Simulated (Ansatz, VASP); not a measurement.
Sc2Al: VASP beside Ansatz

```
CELL_PARAMETERS angstrom
4.85090 0.00000 0.00000
-2.42545 4.20100 0.00000
0.00000 0.00000 6.08545
ATOMIC_POSITIONS crystal
Sc 0.00000 0.00000 0.00000
Sc 0.00000 0.00000 0.50000
Sc 0.33333 0.66667 0.75000
Sc 0.66667 0.33333 0.25000
Al 0.33333 0.66667 0.25000
Al 0.66667 0.33333 0.75000
```

Alike in both runs: functional PBEsol; k mesh 12 × 12 × 6; occupations gaussian, width 0.1 eV; no spin polarisation.

Ansatz relaxed the structure, and its values are those at the end. VASP's run is a single point on that final structure, the one shown.

|  | VASP | Ansatz |
| --- | --- | --- |
| version | VASP 6.6.1 | Ansatz 0.2.0 |
| potentials or method | VASP PAW PBE potentials, release 64 (Sc_sv, Al), cutoff 520 eV | scalar-relativistic, plane waves, PAW |
| valence electrons in the cell | 50 | 50 |

VASP gave:

| Item | Value |
| --- | --- |
| gap on the k mesh at the Fermi level (eV) | none |
| pressure (GPa) | 0.1 |

Estimate Ansatz's values.

gap on the k mesh at the Fermi level (eV): none; pressure (GPa): 0.0.

VASP's potentials were made for PBE, not for PBEsol. A gap of «none» marks a metal or a gap that the smearing closes.
